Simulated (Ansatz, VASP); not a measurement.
# One calculation of Be2CdS3, two programs

```
Be Cd S
1.0
     5.02872    0.00000    0.00000
    -2.51436    4.35500    0.00000
     0.00000    0.00000    5.01527
Be Cd S
2 1 3
Direct
  0.66667 0.33333 0.00000
  0.66667 0.33333 0.50000
  0.00000 0.00000 0.00000
  0.14760 0.85240 0.50000
  0.14760 0.29519 0.50000
  0.70481 0.85240 0.50000
```

Alike in both runs: task relaxation of cell and atoms; functional PBE; k mesh 6 × 6 × 4; occupations gaussian, width 0.1 eV; no spin polarisation.

|  | VASP | Ansatz |
| --- | --- | --- |
| version | VASP 6.6.1 | Ansatz 0.2.0 |
| potentials or method | VASP PAW PBE potentials, release 64 (Be, Cd, S), cutoff 600 eV | scalar-relativistic, plane waves, PAW |
| valence electrons in the cell | 34 | 42 |

|  | VASP | Ansatz | Ansatz less VASP |
| --- | --- | --- | --- |
| gap on the k mesh at the Fermi level, each at its own relaxed structure (eV) | none | none | - |
| relaxed volume (Å³/atom) | 18.77 | 18.69 | -0.075 |
| relaxed cell length with the largest relative difference (Å) | 5.545 | 5.537 | -0.0081 |

A gap of «none» marks a metal or a gap that the smearing closes. VASP's potentials hold 34 valence electrons a cell and Ansatz's 42, so a difference there can come from the potentials and not from the codes.
